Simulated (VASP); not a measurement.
Write the native input for VASP 6.6.1 that does the following.

| Property | Result |
| --- | --- |
| Task | single point |
| Functional | PBE |
| Potentials or basis | VASP PAW PBE potentials, release 64 (Cu) |
| Cutoff | 520 eV |
| k mesh | 20 × 20 × 20 |
| Occupations | gaussian, width 0.1 eV |
| Spin | no spin polarisation |
| Dipole correction | no |
| Further INCAR settings | ALGO = Normal; EDIFF = 1e-06; NBANDS = 12 |

The structure of Cu lies in POSCAR:

```
Cu
1.0
   -1.4901404036      1.4901404036      1.3932165499
    1.4901404036     -1.4901404036      1.3932165499
    1.4901404036      1.4901404036     -1.3932165499
Cu
1
Direct
    0.0000000000      0.0000000000      0.0000000000
```

This cell differs from its parent crystal: volume scaled by 1.03, then relaxed in part.

One way to write it, as run:

INCAR

```
PREC = Accurate ; ENCUT = 520
EDIFF = 1E-6 ; ISMEAR = 0
SIGMA = 0.1 ; LREAL = F
LASPH = T ; NELM = 80
ALGO = Normal ; ISIF = 2
LWAVE = F ; LCHARG = F
GGA = PE ; NBANDS = 12
```

KPOINTS

```
regular mesh
0
Gamma
  20 20 20
```

Potentials or basis: VASP PAW PBE potentials, release 64 (Cu).

Run with:

```sh
$ cat potpaw_PBE.64/Cu/POTCAR > POTCAR
$ mpirun -np 1 vasp_std > vasp.out
```

It gave:

| Quantity | Value |
| --- | --- |
| Pressure | -3.2 GPa |

Run time: 31 s on 1 thread of Intel(R) Xeon(R) 6975P-C (Granite Rapids), with other jobs on the host, peak memory 0.2 GiB.
